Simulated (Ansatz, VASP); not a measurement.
**CO in VASP and in Ansatz**

```
O C
1.0
     7.74175    0.00000    0.00000
     0.00000    7.74175    0.00000
     0.00000    0.00000    7.74175
O C
8 8
Direct
  0.87811 0.31304 0.61846
  0.47577 0.18685 0.15989
  0.69135 0.78324 0.73388
  0.15584 0.79602 0.02797
  0.45644 0.44027 0.60626
  0.36103 0.99398 0.56698
  0.90561 0.30472 0.05012
  0.80636 0.86715 0.31270
  0.88940 0.39322 0.49754
  0.41897 0.19404 0.02610
  0.67094 0.86937 0.84956
  0.10252 0.88116 0.92256
  0.34761 0.52032 0.66022
  0.25045 0.06003 0.49929
  0.83860 0.43090 0.02281
  0.67980 0.79627 0.30093
```

Alike in both runs: functional r2SCAN; dispersion D3(BJ); k mesh 1 × 1 × 1; occupations fermi-dirac, width 0.05 eV; no spin polarisation.

Ansatz relaxed the structure, and its values are those at the end. VASP's run is a single point on that final structure, the one shown.

|  | VASP | Ansatz |
| --- | --- | --- |
| version | VASP 6.6.1 | Ansatz 0.2.0 |
| potentials or method | VASP PAW PBE potentials, release 64 (O_h, C_h), cutoff 1100 eV | scalar-relativistic, plane waves, PAW |
| valence electrons in the cell | 80 | 80 |

```tsv
	VASP	Ansatz	Ansatz less VASP
rms of the force components (eV/Å)	0.064	0.042	-0.0218
```

VASP's potentials were made for PBE, not for r2SCAN. Ansatz's warnings: dispersion damping borrowed.
